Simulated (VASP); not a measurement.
# CoPtO2 (R-3m) in VASP: settings compared

CoPtO2 is run at these levels: PBE, PBEsol, LDA; tasks: single point.

Program: VASP 6.6.1. These are calculated values, not measurements. Logs are shortened: lines on timing, memory, paths and dates and some standing lists are left out, and cuts for length are marked.

### Step 1. The cell of the first run

The structure is trigonal, space group R-3m (No. 166). The conventional cell has a = 2.880 Å, b = 2.880 Å, c = 18.168 Å, α = 90.00°, β = 90.00°, γ = 120.00°. Pt (site symmetry -3m) has 2 O at 2.04 Å within 2.7 Å. Co (site symmetry -3m) has 6 O at 1.93 Å within 2.6 Å. Within 2.6 Å of O (site symmetry 3m) lie 3 Co at 1.93 Å and 1 Pt at 2.04 Å and 3 O at 2.58 Å.

### Step 2. Single point, PBE, collinear spin, ferromagnetic start (10.87 Å³/atom)

The input, INCAR:

```
SYSTEM = CoPtO2
PREC = Accurate ; ENCUT = 520
EDIFF = 1E-6 ; ISMEAR = -1
SIGMA = 0.05 ; LREAL = .False.
LASPH = .True. ; NELM = 150
ALGO = Normal ; ISIF = 2
LWAVE = .False. ; LCHARG = .True.
ISPIN = 2 ; MAGMOM = 0 2 0 0
LORBIT = 11 ; LMAXMIX = 4
GGA = PE ; LELF = .True.
LVHAR = .True. ; NBANDS = 28
```

The input, KPOINTS:

```
Automatic mesh
0
Gamma
  11 11 11
  0 0 0
```

The input, POSCAR:

```
CoPtO2
1.0
    1.4399685164      0.8313662105      6.0558772933
   -1.4399685164      0.8313662105      6.0558772933
    0.0000000000     -1.6627324211      6.0558772933
Pt Co O
1 1 2
Direct
    0.0000000000      0.0000000000      0.0000000000
    0.5000000000      0.5000000000      0.5000000000
    0.1122440300      0.1122440300      0.1122440300
    0.8877559700      0.8877559700      0.8877559700
```

Potentials or basis: VASP PAW PBE potentials, release 64 (Pt, Co, O).

On the command line:

```bash
> cat potpaw_PBE.64/Pt/POTCAR potpaw_PBE.64/Co/POTCAR potpaw_PBE.64/O/POTCAR > POTCAR
> mpirun -np 1 vasp_std > vasp.out
```

OUTCAR:

```text
SYSTEM = CoPtO2
   PREC = Accurate
   ENCUT = 520
   EDIFF = 1E-6
   ISMEAR = -1
   LREAL = .False.
   LASPH = .True.
   NELM = 150
   ISIF = 2
   ISPIN = 2
   LORBIT = 11
   GGA = PE

 ion  position               nearest neighbor table
   1  0.000  0.000  0.000-   3 2.04   4 2.04
   2  0.500  0.500  0.500-   3 1.93   4 1.93   3 1.93   3 1.93   4 1.93   4 1.93
   3  0.112  0.112  0.112-   2 1.93   2 1.93   2 1.93   1 2.04
   4  0.888  0.888  0.888-   2 1.93   2 1.93   2 1.93   1 2.04

  LATTYP: Found a trigonal (rhomboedric) cell.
 ALAT       =     6.2799943388
 COS(alpha) =     0.8948480128

  Lattice vectors:

 A1 = (   1.4399685164,   0.8313662105,   6.0558772933)
 A2 = (  -1.4399685164,   0.8313662105,   6.0558772933)
 A3 = (   0.0000000000,  -1.6627324211,   6.0558772933)

Analysis of symmetry for initial positions (statically):
=====================================================================
 Subroutine PRICEL returns:
 Original cell was already a primitive cell.

 Routine SETGRP: Setting up the symmetry group for a
 trigonal (rhombohedral) supercell.

 Subroutine GETGRP returns: Found 12 space group operations
 (whereof 12 operations were pure point group operations)
 out of a pool of 12 trial point group operations.

The static configuration has the point symmetry D_3d.

Analysis of symmetry for dynamics (positions and initial velocities):
=====================================================================
 Subroutine PRICEL returns:
 Original cell was already a primitive cell.

 Routine SETGRP: Setting up the symmetry group for a
 trigonal (rhombohedral) supercell.

 Subroutine GETGRP returns: Found 12 space group operations
 (whereof 12 operations were pure point group operations)
 out of a pool of 12 trial point group operations.

The dynamic configuration has the point symmetry D_3d.

Analysis of structural, dynamic, and magnetic symmetry:
=====================================================================
 Subroutine PRICEL returns:
 Original cell was already a primitive cell.

 Routine SETGRP: Setting up the symmetry group for a
 trigonal (rhombohedral) supercell.

 Subroutine GETGRP returns: Found 12 space group operations
 (whereof 12 operations were pure point group operations)
 out of a pool of 12 trial point group operations.

The overall configuration has the point symmetry D_3d.

 Subroutine INISYM returns: Found 12 space group operations
 (whereof 12 operations are pure point group operations),
 and found     1 'primitive' translations

----------------------------------------------------------------------------------------

                                     Primitive cell

  volume of cell :      43.4984

  direct lattice vectors                    reciprocal lattice vectors
     1.439968516  0.831366211  6.055877293     0.347229814  0.200473227  0.055042947
    -1.439968516  0.831366211  6.055877293    -0.347229814  0.200473227  0.055042947
     0.000000000 -1.662732421  6.055877293     0.000000000 -0.400946453  0.055042947

  length of vectors
     6.279994339  6.279994339  6.279994339     0.404707035  0.404707035  0.404707035

  position of ions in fractional coordinates (direct lattice)
     0.000000000  0.000000000  0.000000000
     0.500000000  0.500000000  0.500000000
     0.112244030  0.112244030  0.112244030
     0.887755970  0.887755970  0.887755970

  ion indices of the primitive-cell ions
   primitive index   ion index
                 1           1
                 2           2
                 3           3
                 4           4

----------------------------------------------------------------------------------------

 KPOINTS: Automatic mesh

Automatic generation of k-mesh.
 Grid dimensions read from file:
 generate k-points for:   11   11   11

 Generating k-lattice:

  Cartesian coordinates                     Fractional coordinates (reciprocal lattice)
     0.031566347  0.018224839  0.005003904     0.090909091 -0.000000000  0.000000000
    -0.031566347  0.018224839  0.005003904    -0.000000000  0.090909091  0.000000000
     0.000000000 -0.036449678  0.005003904     0.000000000  0.000000000  0.090909091

  Length of vectors
     0.036791549  0.036791549  0.036791549

  Shift w.r.t. Gamma in fractional coordinates (k-lattice)
     0.000000000  0.000000000  0.000000000

 Subroutine IBZKPT returns following result:
 ===========================================

 Found    146 irreducible k-points:

 Following reciprocal coordinates:
            Coordinates               Weight
  0.000000  0.000000  0.000000      1.000000
  0.090909  0.000000  0.000000      6.000000
  0.181818 -0.000000 -0.000000      6.000000
  0.272727  0.000000 -0.000000      6.000000
  0.363636  0.000000 -0.000000      6.000000
  0.454545 -0.000000 -0.000000      6.000000
[... 16 lines left out ...]
 -0.272727  0.181818  0.000000     12.000000
 -0.181818  0.181818  0.000000      6.000000
 [... further k-points ...]
[... 91 lines left out ...]
      2     -11.5066      1.00000
      3      -1.1364      1.00000
      4       1.4699      1.00000
      5       1.4983      1.00000
      6       1.7842      1.00000
[... 19 lines left out ...]
     26      25.2281      0.00000
     27      27.7198      0.00000

 k-point     3 :       0.1818   -0.0000   -0.0000
  band No.  band energies     occupation
      1     -12.8889      1.00000
      2     -11.4865      1.00000
      3      -0.8273      1.00000
      4       1.0255      1.00000
      5       1.8971      1.00000
      6       1.9803      1.00000
[... 594 lines left out ...]
      1     -12.0849      1.00000
      2     -11.4386      1.00000
      3      -0.0690      1.00000
      4       0.5308      1.00000
      5       1.3062      1.00000
      6       1.8926      1.00000
[... 19 lines left out ...]
     26      24.1120      0.00000
     27      25.1429      0.00000

 k-point    24 :      -0.1818    0.1818    0.0000
  band No.  band energies     occupation
      1     -12.3899      1.00000
      2     -11.4368      1.00000
      3      -0.3269      1.00000
      4       0.6303      1.00000
      5       1.5921      1.00000
      6       2.0486      1.00000
[... 19 lines left out ...]
     26      24.9294      0.00000
     27      25.4728      0.00000

 [... further k-points ...]

 spin component 2

 k-point     1 :       0.0000    0.0000    0.0000
  band No.  band energies     occupation
      1     -13.2165      1.00000
      2     -11.5152      1.00000
      3      -1.2529      1.00000
      4       1.2648      1.00000
      5       1.7421      1.00000
      6       1.7421      1.00000
[... 19 lines left out ...]
     26      25.6569      0.00000
     27      28.9368      0.00000

 k-point     2 :       0.0909    0.0000    0.0000
  band No.  band energies     occupation
      1     -13.1302      1.00000
      2     -11.5066      1.00000
      3      -1.1365      1.00000
      4       1.4697      1.00000
      5       1.4980      1.00000
      6       1.7839      1.00000
[... 19 lines left out ...]
     26      25.2279      0.00000
     27      27.7197      0.00000

 k-point     3 :       0.1818   -0.0000   -0.0000
  band No.  band energies     occupation
      1     -12.8889      1.00000
      2     -11.4864      1.00000
      3      -0.8274      1.00000
      4       1.0253      1.00000
      5       1.8967      1.00000
      6       1.9802      1.00000
[... 594 lines left out ...]
      1     -12.0848      1.00000
      2     -11.4386      1.00000
      3      -0.0690      1.00000
      4       0.5308      1.00000
      5       1.3061      1.00000
      6       1.8925      1.00000
[... 19 lines left out ...]
     26      24.1119      0.00000
     27      25.1428      0.00000

 k-point    24 :      -0.1818    0.1818    0.0000
  band No.  band energies     occupation
      1     -12.3898      1.00000
      2     -11.4368      1.00000
      3      -0.3269      1.00000
      4       0.6302      1.00000
      5       1.5918      1.00000
      6       2.0485      1.00000
[... 19 lines left out ...]
     26      24.9294      0.00000
     27      25.4726      0.00000

 [... further k-points ...]

 [bands above 27 left out]

------------------------ aborting loop because EDIFF is reached ----------------------------------------

  FORCE on cell =-STRESS in cart. coord.  units (eV):
  Direction    XX          YY          ZZ          XY          YZ          ZX
  --------------------------------------------------------------------------------------
  -------------------------------------------------------------------------------------
  Total       -1.6891846     -1.6891846     -2.9614916      0.0000000      0.0000000      0.0000000
  in kB      -62.2177082    -62.2177082   -109.0805697      0.0000000      0.0000000      0.0000000
  external PRESSURE =     -77.8386620 kB  Pullay stress =       0.0000000 kB

 VOLUME and BASIS-vectors are now :
 -----------------------------------------------------------------------------
  energy-cutoff  :      520.00
  volume of cell :       43.50
      direct lattice vectors                 reciprocal lattice vectors
     1.439968516  0.831366211  6.055877293     0.347229814  0.200473227  0.055042947
    -1.439968516  0.831366211  6.055877293    -0.347229814  0.200473227  0.055042947
     0.000000000 -1.662732421  6.055877293     0.000000000 -0.400946453  0.055042947

 POSITION                                       TOTAL-FORCE (eV/Angst)
 -----------------------------------------------------------------------------------
      0.00000      0.00000      0.00000         0.000000      0.000000     -0.000000
      0.00000     -0.00000      9.08382        -0.000000     -0.000000      0.000000
      0.00000     -0.00000      2.03921         0.000000      0.000000     -0.002410
      0.00000     -0.00000     16.12842         0.000000     -0.000000      0.002410
 -----------------------------------------------------------------------------------
    total drift:                                0.000000      0.000000     -0.000000

  FREE ENERGIE OF THE ION-ELECTRON SYSTEM (eV)
  ---------------------------------------------------
  free  energy   TOTEN  =       -26.4397666341 eV

  energy  without entropy=      -26.4336685810  energy(sigma->0) =      -26.43671761

 total charge

# of ion       s       p       d       tot
------------------------------------------
    1        0.620   0.503   7.972   9.094
    2        0.402   0.595   7.297   8.294
    3        1.557   3.419   0.000   4.976
    4        1.557   3.419   0.000   4.976
--------------------------------------------------
tot          4.135   7.936  15.268  27.339

 magnetization (x)

# of ion       s       p       d       tot
------------------------------------------
    1       -0.000  -0.000   0.000   0.000
    2       -0.000  -0.000  -0.000  -0.000
    3       -0.000   0.000   0.000   0.000
    4       -0.000   0.000   0.000   0.000
--------------------------------------------------
tot         -0.000   0.000  -0.000  -0.000
```

Run time: 11 min. Hardware: 1 thread of Intel Xeon 6975P-C (Granite Rapids), shared host; peak memory 0.61 GiB.

Results:

```
Free energy                                           : -26.4398 eV
Pressure                                              : -7.8 GPa
Net moment                                            : 0.00 μB per cell
Valence electrons inside the program's atomic spheres : Pt 9.09; Co 8.29; O 4.98
```

Forces on the atoms (eV/Å):
```
Pt   0.000  0.000  0.000
Co   0.000  0.000  0.000
O    0.000  0.000 -0.002
O    0.000  0.000  0.002
```

Levels at points of the mesh, in eV from the Fermi level:
Spin up:
```
           k point  band 14  band 15  band 16  band 17  band 18  band 19
(0.00, 0.00, 0.00)    -1.49    -1.49    -1.42     1.73     1.73     2.46
```
Spin down:
| k point | band 14 | band 15 | band 16 | band 17 | band 18 | band 19 |
| --- | --- | --- | --- | --- | --- | --- |
| (0.00, 0.00, 0.00) | -1.49 | -1.49 | -1.42 | 1.73 | 1.73 | 2.46 |

Caveat: the cell stands under tension; the moments typed at the start vanished in this run; spin-orbit coupling is left out, which moves the levels of the heavy elements; semilocal functionals often make such compounds metallic where correlation or magnetic order opens a gap, which also shifts bond lengths.

### Step 3. Single point, PBEsol, collinear spin, ferromagnetic start

This run uses another cell than the first one, of 10.08 Å³/atom.

The input, INCAR:

```
  PREC = Accurate
  ENCUT = 520
  EDIFF = 1E-7
  ISMEAR = -1
  SIGMA = 0.05
  LREAL = F
  LASPH = T
  NELM = 150
  ALGO = Normal
  ISIF = 2
  LWAVE = F
  LCHARG = T
  ISPIN = 2
  MAGMOM = 0 2 0 0
  LORBIT = 11
  LMAXMIX = 4
  GGA = PS
  LELF = T
  LVHAR = T
  NBANDS = 28
```

The input, KPOINTS:

```
regular mesh
0
Gamma
  11 11 11
```

The input, POSCAR:

```
CoPtO2
1.0
    1.4053923705      0.8114036634      5.8958742318
   -1.4053923705      0.8114036634      5.8958742318
    0.0000000000     -1.6228073268      5.8958742318
Pt Co O
1 1 2
Direct
    0.0000000000      0.0000000000      0.0000000000
    0.5000000000      0.5000000000      0.5000000000
    0.1122208686      0.1122208686      0.1122208686
    0.8877791314      0.8877791314      0.8877791314
```

Potentials or basis: VASP PAW PBE potentials, release 64 (Pt, Co, O).

On the command line:

```bash
> cat potpaw_PBE.64/Pt/POTCAR potpaw_PBE.64/Co/POTCAR potpaw_PBE.64/O/POTCAR > POTCAR
> mpirun -np 1 vasp_std > vasp.out
```

Run time: 26 min. Hardware: 1 thread of Intel Xeon Platinum 8259CL at 2.50GHz (Skylake/Cascade Lake), shared host; peak memory 0.59 GiB.

The run converged. Its results:

- Free energy: -28.7665 eV
- Pressure: 0.1 GPa
- Largest force: 0.011 eV/Å
- Net moment: 0.00 μB per cell
- Valence electrons inside the program's atomic spheres: Pt 9.27; Co 8.53; O 5.00

Forces in eV/Å, atoms in the order of the input:
```
Pt   0.000  0.000  0.000
Co   0.000  0.000  0.000
O    0.000  0.000  0.011
O    0.000  0.000 -0.011
```

Stress tensor (GPa, compression positive):
```
-0.15  0.00  0.00
 0.00 -0.15  0.00
 0.00  0.00  0.74
```

Levels at points of the mesh, in eV from the Fermi level:
Spin up:
| k point | band 14 | band 15 | band 16 | band 17 | band 18 | band 19 |
| --- | --- | --- | --- | --- | --- | --- |
| (0.00, 0.00, 0.00) | -1.70 | -1.70 | -1.56 | 1.84 | 1.84 | 2.81 |
Spin down:
| k point | band 12 | band 13 | band 14 | band 15 | band 16 | band 17 | band 18 | band 19 | band 20 | band 21 |
| --- | --- | --- | --- | --- | --- | --- | --- | --- | --- | --- |
| (0.00, 0.00, 0.00) | -2.00 | -2.00 | -1.70 | -1.70 | -1.56 | 1.84 | 1.84 | 2.81 | 5.35 | 9.01 |

Caveat: the moments typed at the start vanished in this run; the PAW data sets were made with another functional, which shifts forces and pressure a little; spin-orbit coupling is left out, which moves the levels of the heavy elements; semilocal functionals often make such compounds metallic where correlation or magnetic order opens a gap, which also shifts bond lengths.

### Step 4. Single point, LDA, collinear spin, ferromagnetic start (10.67 Å³/atom)

This run uses another cell than the first one, of 10.67 Å³/atom.

The input, INCAR:

```
SYSTEM = CoPtO2
PREC = Accurate ; ENCUT = 520
EDIFF = 1E-6 ; ISMEAR = -1
SIGMA = 0.05 ; LREAL = .FALSE.
LASPH = .TRUE. ; NELM = 150
ALGO = Normal ; ISIF = 2
LWAVE = .FALSE. ; LCHARG = .FALSE.
ISPIN = 2 ; MAGMOM = 0 2 0 0
LORBIT = 11 ; LMAXMIX = 4
NBANDS = 28
```

The input, KPOINTS:

```
regular mesh
0
G
  11 11 11
  0 0 0
```

The input, POSCAR:

```
CoPtO2
1.0
    1.4308545474      0.8261042581      6.0175479291
   -1.4308545474      0.8261042581      6.0175479291
    0.0000000000     -1.6522085162      6.0175479291
Pt Co O
1 1 2
Direct
    0.0000000000      0.0000000000      0.0000000000
    0.5000000000      0.5000000000      0.5000000000
    0.1122440300      0.1122440300      0.1122440300
    0.8877559700      0.8877559700      0.8877559700
```

Potentials or basis: VASP PAW LDA potentials, release 64 (Pt, Co, O).

On the command line:

```bash
> cat potpaw_LDA.64/Pt/POTCAR potpaw_LDA.64/Co/POTCAR potpaw_LDA.64/O/POTCAR > POTCAR
> mpirun -np 1 vasp_std > vasp.out
```

Wall time 41 min (1 thread of Intel Xeon 8259CL, shared host); peak memory 0.48 GiB.

It converged, with:

```yaml
Free_energy: -30.7006 eV
Pressure: -20.1 GPa
Largest_force: 0.160 eV/Å
Net_moment: 0.00 μB per cell
Valence_electrons_inside_the_program's_atomic_spheres: Pt 9.13; Co 8.38; O 4.95
```

Forces on the atoms (eV/Å):
```
Pt   0.000  0.000  0.000
Co   0.000  0.000  0.000
O    0.000  0.000  0.160
O    0.000  0.000 -0.160
```

Stress tensor (GPa, compression positive):
```
-18.12   0.00   0.00
  0.00 -18.12   0.00
  0.00   0.00 -24.10
```

Levels at points of the mesh, in eV from the Fermi level:
Spin up:
| k point | band 12 | band 13 | band 14 | band 15 | band 16 | band 17 | band 18 | band 19 | band 20 | band 21 |
| --- | --- | --- | --- | --- | --- | --- | --- | --- | --- | --- |
| (0.00, 0.00, 0.00) | -1.72 | -1.72 | -1.51 | -1.51 | -1.32 | 1.75 | 1.75 | 2.56 | 5.45 | 8.60 |
Spin down:
```
           k point  band 13  band 14  band 15  band 16  band 17  band 18  band 19  band 20
(0.00, 0.00, 0.00)    -1.72    -1.51    -1.51    -1.32     1.75     1.75     2.56     5.45
```

Caveat: the stress differs along the axes, from -24 to -18 GPa; the moments typed at the start vanished in this run; spin-orbit coupling is left out, which moves the levels of the heavy elements; semilocal functionals often make such compounds metallic where correlation or magnetic order opens a gap, which also shifts bond lengths. With open d or f shells a metallic result of LDA can be an artefact of self-interaction; +U or a hybrid may open a gap.
